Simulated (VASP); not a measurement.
# ZrB2 (P6/mmm) in VASP: single point with PBE

Aim: the single point of ZrB2 with PBE.

Program: VASP 6.6.1. These are calculated values, not measurements. Logs are shortened: lines on timing, memory, paths and dates and some standing lists are left out, and cuts for length are marked.

### 1 The cell of the first run

The structure is hexagonal, space group P6/mmm (No. 191). The conventional cell has a = 3.172 Å, b = 3.172 Å, c = 3.541 Å, α = 90.00°, β = 90.00°, γ = 120.00°. Within 3.4 Å of Zr (site symmetry 6/mmm) lie 12 B at 2.55 Å and 6 Zr at 3.17 Å. Within 2.4 Å of B (site symmetry -6m2) lie 3 B at 1.83 Å.

### 2 Single point, PBE

Input file INCAR:

```
SYSTEM = ZrB2
PREC     = Accurate       ! precision mode
ENCUT    = 520            ! plane-wave cutoff, eV
EDIFF    = 1E-6           ! SCF threshold, eV
ISMEAR   = -1             ! smearing method
SIGMA    = 0.1            ! smearing width, eV
LREAL    = .False.        ! projectors in reciprocal space
LASPH    = .True.         ! aspherical terms in the spheres
NELM     = 80             ! most SCF steps
ALGO     = Normal         ! electronic algorithm
ISIF     = 2              ! what is computed and relaxed
LWAVE    = .False.        ! write WAVECAR
LCHARG   = .True.         ! write CHGCAR
GGA      = PE             ! functional
LELF     = .True.         ! ELF
LVHAR    = .True.       
NBANDS   = 16             ! bands
```

Input file KPOINTS:

```
regular mesh
0
Gamma
  18 18 14
  0 0 0
```

Input file POSCAR:

```
ZrB2
1.0
    3.1715821048      0.0000000000      0.0000000000
   -1.5857910524      2.7466706729      0.0000000000
    0.0000000000      0.0000000000      3.5414440085
Zr B
1 2
Direct
    0.0000000000      0.0000000000      0.0000000000
    0.3333333333      0.6666666667      0.5000000000
    0.6666666667      0.3333333333      0.5000000000
```

Potentials or basis: VASP PAW PBE potentials, release 64 (Zr_sv, B).

Launch:

```
$ cat potpaw_PBE.64/Zr_sv/POTCAR potpaw_PBE.64/B/POTCAR > POTCAR
$ mpirun -np 1 vasp_std > vasp.out
```

OUTCAR:

```text
SYSTEM = ZrB2
   PREC = Accurate
   ENCUT = 520
   EDIFF = 1E-6
   ISMEAR = -1
   LREAL = .False.
   LASPH = .True.
   NELM = 80
   ISIF = 2
   GGA = PE

 ion  position               nearest neighbor table
   1  0.000  0.000  0.000-   2 2.55   3 2.55   2 2.55   3 2.55   2 2.55   2 2.55   3 2.55   3 2.55
                             3 2.55   3 2.55   2 2.55   2 2.55
   2  0.333  0.667  0.500-   3 1.83   3 1.83   3 1.83   1 2.55   1 2.55   1 2.55   1 2.55   1 2.55
                             1 2.55
   3  0.667  0.333  0.500-   2 1.83   2 1.83   2 1.83   1 2.55   1 2.55   1 2.55   1 2.55   1 2.55
                             1 2.55

  LATTYP: Found a hexagonal cell.
 ALAT       =     3.1715821048
 C/A-ratio  =     1.1166174772

  Lattice vectors:

 A1 = (   3.1715821048,   0.0000000000,   0.0000000000)
 A2 = (  -1.5857910524,   2.7466706729,   0.0000000000)
 A3 = (   0.0000000000,   0.0000000000,   3.5414440085)

Analysis of symmetry for initial positions (statically):
=====================================================================
 Subroutine PRICEL returns:
 Original cell was already a primitive cell.

 Routine SETGRP: Setting up the symmetry group for a
 hexagonal supercell.

 Subroutine GETGRP returns: Found 24 space group operations
 (whereof 24 operations were pure point group operations)
 out of a pool of 24 trial point group operations.

The static configuration has the point symmetry D_6h.

Analysis of symmetry for dynamics (positions and initial velocities):
=====================================================================
 Subroutine PRICEL returns:
 Original cell was already a primitive cell.

 Routine SETGRP: Setting up the symmetry group for a
 hexagonal supercell.

 Subroutine GETGRP returns: Found 24 space group operations
 (whereof 24 operations were pure point group operations)
 out of a pool of 24 trial point group operations.

The dynamic configuration has the point symmetry D_6h.

 Subroutine INISYM returns: Found 24 space group operations
 (whereof 24 operations are pure point group operations),
 and found     1 'primitive' translations

----------------------------------------------------------------------------------------

                                     Primitive cell

  volume of cell :      30.8506

  direct lattice vectors                    reciprocal lattice vectors
     3.171582105  0.000000000  0.000000000     0.315300051  0.182038569  0.000000000
    -1.585791052  2.746670673  0.000000000     0.000000000  0.364077139  0.000000000
     0.000000000  0.000000000  3.541444009     0.000000000  0.000000000  0.282370693

  length of vectors
     3.171582105  3.171582105  3.541444009     0.364077139  0.364077139  0.282370693

  position of ions in fractional coordinates (direct lattice)
     0.000000000  0.000000000  0.000000000
     0.333333333  0.666666667  0.500000000
     0.666666667  0.333333333  0.500000000

  ion indices of the primitive-cell ions
   primitive index   ion index
                 1           1
                 2           2
                 3           3

----------------------------------------------------------------------------------------

 KPOINTS: regular mesh

Automatic generation of k-mesh.
 Grid dimensions read from file:
 generate k-points for:   18   18   14

 Generating k-lattice:

  Cartesian coordinates                     Fractional coordinates (reciprocal lattice)
     0.017516670  0.010113254  0.000000000     0.055555556 -0.000000000  0.000000000
     0.000000000  0.020226508  0.000000000     0.000000000  0.055555556  0.000000000
     0.000000000  0.000000000  0.020169335     0.000000000  0.000000000  0.071428571

  Length of vectors
     0.020226508  0.020226508  0.020169335

  Shift w.r.t. Gamma in fractional coordinates (k-lattice)
     0.000000000  0.000000000  0.000000000

 Subroutine IBZKPT returns following result:
 ===========================================

 Found    296 irreducible k-points:

 Following reciprocal coordinates:
            Coordinates               Weight
  0.000000  0.000000  0.000000      1.000000
  0.055556 -0.000000  0.000000      6.000000
  0.111111 -0.000000  0.000000      6.000000
  0.166667 -0.000000  0.000000      6.000000
  0.222222 -0.000000  0.000000      6.000000
  0.277778 -0.000000  0.000000      6.000000
[... 16 lines left out ...]
  0.333333  0.111111  0.000000     12.000000
  0.388889  0.111111  0.000000     12.000000
 [... further k-points ...]
   k-points           NKPTS =    296   k-points in BZ     NKDIM =    296   number of bands    NBANDS=     16
   number of dos      NEDOS =    301   number of ions     NIONS =      3
   total plane-waves  NPLWV =  16128
   dimension x,y,z NGX =    24 NGY =   24 NGZ =   28
   dimension x,y,z NGXF=    48 NGYF=   48 NGZF=   56
   ions per type =               1   2
   NGX,Y,Z   is equivalent  to a cutoff of  12.58, 12.58, 13.14 a.u.
   NGXF,Y,Z  is equivalent  to a cutoff of  25.16, 25.16, 26.29 a.u.
 SYSTEM =  ZrB2
   PREC   = accura    normal or accurate (medium, high low for compatibility)
   ISTART =      0    job   : 0-new  1-cont  2-samecut
   ICHARG =      2    charge: 1-file 2-atom 10-const
   ISPIN  =      1    spin polarized calculation?
   LNONCOLLINEAR =      F non collinear calculations
   LSORBIT =      F    spin-orbit coupling
   LASPH  =      T    aspherical Exc in radial PAW
   ENCUT  =  520.0 eV  38.22 Ry    6.18 a.u.   5.90  5.90  6.58*2*pi/ulx,y,z
   NELM   =     80;   NELMIN=  2; NELMDL= -5     # of ELM steps
   EDIFF  = 0.1E-05   stopping-criterion for ELM
   LREAL  =      F    real-space projection
   EDIFFG = 0.1E-04   stopping-criterion for IOM
   NSW    =      0    number of steps for IOM
   IBRION =     -1    ionic relax: 0-MD 1-quasi-New 2-CG
   NFREE  =      0    steps in history (QN), initial steepest desc. (CG)
   ISIF   =      2    stress and relaxation
   ISYM   =      2    0-nonsym 1-usesym 2-fastsym
   POTIM  = 0.5000    time-step for ionic-motion
   TEBEG  =    0.0;   TEEND  =   0.0 temperature during run
   PSTRESS=    0.0 pullay stress
   NELECT =      18.0000    total number of electrons
   NUPDOWN=      -1.0000    fix difference up-down
   EMIN   =  10.00;   EMAX   =-10.00  energy-range for DOS
   EFERMI =   0.00;   METHOD = LEGACY
   ISMEAR =    -1;   SIGMA  =   0.10  broadening in eV -4-tet -1-fermi 0-gaus
   EFERMI_NEDOS =   21; number of points for ismear=-14 and -15
   IALGO  =     38    algorithm
   IMIX   =      4    mixing-type and parameters
     AMIX     =   0.40;   BMIX     =  1.00
     AMIX_MAG =   1.60;   BMIX_MAG =  1.00
  volume/ion in A,a.u.               =      10.28        69.40
  Fermi-wavevector in a.u.,A,eV,Ry     =   1.367975  2.585097 25.461323  1.871354
  Thomas-Fermi vector in A             =   2.493980
   LORBIT       =      0    0 simple, 1 ext, 2 COOP (PROOUT), +10 PAW based schemes
   GGA     = PE    functional components
   LHFCALC =     F    Hartree Fock is set to
   AEXX    =    0.0000 exact exchange contribution
   IVDW    =     0    specifies the selected vdW correction
   LEPSILON=     F    determine dielectric tensor
   LRPA    =     F    only Hartree local field effects (RPA)
 non-spin polarized calculation
  energy-cutoff  :      520.00
  volume of cell :       30.85
 maximum number of plane-waves:       852
 NGX is ok and might be reduce to    24
   NGX = 11   NGY = 11   NGZ = 13

 number of electron      18.0000000 magnetization

 Free energy of the ion-electron system (eV)
  ---------------------------------------------------
  ext. energy  EPLUGINS =         0.00000000
  ---------------------------------------------------
  free energy    TOTEN  =       -24.98252248 eV

  energy without entropy =      -24.97299918  energy(sigma->0) =      -24.97776083

 E-fermi :  10.5186     XC(G=0): -12.4271

 val. band max:       10.5060281303   @ k =   0.2222   0.2222   0.0714
 cond. band min:      10.5292867051   @ k =   0.0556   0.0556   0.2857
 fundamental gap:      0.0232585748
 Fermi energy:        10.5185545402

 k-point     1 :       0.0000    0.0000    0.0000
  band No.  band energies     occupation
      1     -38.1564      2.00000
      2     -16.3430      2.00000
      3     -15.7899      2.00000
      4     -15.7899      2.00000
      5      -2.2286      2.00000
      6       7.8773      2.00000
[... 8 lines left out ...]
     15      15.6320      0.00000
     16      15.6320      0.00000

 k-point     2 :       0.0556   -0.0000    0.0000
  band No.  band energies     occupation
      1     -38.1530      2.00000
      2     -16.3379      2.00000
      3     -15.8202      2.00000
      4     -15.7965      2.00000
      5      -2.1667      2.00000
      6       7.6880      2.00000
[... 8 lines left out ...]
     15      15.9422      0.00000
     16      16.1046      0.00000

 k-point     3 :       0.1111   -0.0000    0.0000
  band No.  band energies     occupation
      1     -38.1431      2.00000
      2     -16.3231      2.00000
      3     -15.9064      2.00000
      4     -15.8152      2.00000
      5      -1.9841      2.00000
      6       7.1868      2.00000
[... 8 lines left out ...]
     15      16.3750      0.00000
     16      17.0036      0.00000

 k-point     4 :       0.1667   -0.0000    0.0000
  band No.  band energies     occupation
      1     -38.1278      2.00000
      2     -16.3004      2.00000
      3     -16.0360      2.00000
      4     -15.8439      2.00000
      5      -1.6898      2.00000
      6       6.5008      2.00000
[... 8 lines left out ...]
     15      17.2433      0.00000
     16      17.3849      0.00000
[... 324 lines left out ...]
 k-point    22 :       0.2778    0.1111    0.0000
  band No.  band energies     occupation
      1     -38.0651      2.00000
      2     -16.4949      2.00000
      3     -16.2065      2.00000
      4     -16.0069      2.00000
      5      -0.1052      2.00000
      6       4.1716      2.00000
[... 8 lines left out ...]
     15      18.3522      0.00000
     16      20.0808      0.00000

 k-point    23 :       0.3333    0.1111    0.0000
  band No.  band energies     occupation
      1     -38.0505      2.00000
      2     -16.5966      2.00000
      3     -16.1846      2.00000
      4     -16.0430      2.00000
      5       0.5080      2.00000
      6       3.4132      2.00000
[... 8 lines left out ...]
     15      19.2286      0.00000
     16      19.8109      0.00000

 k-point    24 :       0.3889    0.1111    0.0000
  band No.  band energies     occupation
      1     -38.0410      2.00000
      2     -16.6621      2.00000
      3     -16.1703      2.00000
      4     -16.0665      2.00000
      5       1.1697      2.00000
      6       2.6604      2.00000
[... 8 lines left out ...]
     15      19.1852      0.00000
     16      19.9422      0.00000

 [... further k-points ...]

------------------------ aborting loop because EDIFF is reached ----------------------------------------

  FORCE on cell =-STRESS in cart. coord.  units (eV):
  Direction    XX          YY          ZZ          XY          YZ          ZX
  --------------------------------------------------------------------------------------
  -------------------------------------------------------------------------------------
  Total        0.0227495      0.0227495      0.0361679      0.0000000     -0.0000000      0.0000000
  in kB        1.1814601      1.1814601      1.8783248      0.0000000     -0.0000000      0.0000000
  external PRESSURE =       1.4137484 kB  Pullay stress =       0.0000000 kB

 VOLUME and BASIS-vectors are now :
 -----------------------------------------------------------------------------
  energy-cutoff  :      520.00
  volume of cell :       30.85
      direct lattice vectors                 reciprocal lattice vectors
     3.171582105  0.000000000  0.000000000     0.315300051  0.182038569  0.000000000
    -1.585791052  2.746670673  0.000000000     0.000000000  0.364077139  0.000000000
     0.000000000  0.000000000  3.541444009     0.000000000  0.000000000  0.282370693

 POSITION                                       TOTAL-FORCE (eV/Angst)
 -----------------------------------------------------------------------------------
      0.00000      0.00000      0.00000         0.000000      0.000000      0.000000
     -0.00000      1.83111      1.77072        -0.000000      0.000000      0.000000
      1.58579      0.91556      1.77072         0.000000     -0.000000      0.000000
 -----------------------------------------------------------------------------------
    total drift:                               -0.000000      0.000000      0.000000

  FREE ENERGIE OF THE ION-ELECTRON SYSTEM (eV)
  ---------------------------------------------------
  free  energy   TOTEN  =       -24.9825224805 eV

  energy  without entropy=      -24.9729991809  energy(sigma->0) =      -24.97776083
```

It took 61 s on 1 thread of Intel Xeon Platinum 8488C (Sapphire Rapids), shared host; peak memory 0.25 GiB.

What came out:

* Free energy: -24.9825 eV
* Pressure: 0.1 GPa
* Band gap on the k mesh: zero (band 9 reaches 11.15 eV, above the bottom of band 10 at 9.97 eV)

Levels at points of the mesh, in eV from the Fermi level:
```csv
k point,band 5,band 6,band 7,band 8,band 9,band 10,band 11,band 12,band 13,band 14
"(0.00, 0.00, 0.00)",-12.75,-2.64,-2.64,-2.61,-2.40,3.36,3.36,4.11,4.11,4.83
"(0.50, 0.00, 0.00)",-8.98,-8.54,-3.93,-3.08,-2.70,2.19,2.26,4.89,4.94,6.46
"(0.00, 0.00, 0.50)",-10.74,-6.98,-0.99,-0.99,0.31,0.31,0.75,0.75,1.76,5.02
"(0.50, 0.00, 0.50)",-9.94,-7.03,-4.62,-4.15,-2.04,3.67,4.04,5.25,6.15,6.40
```
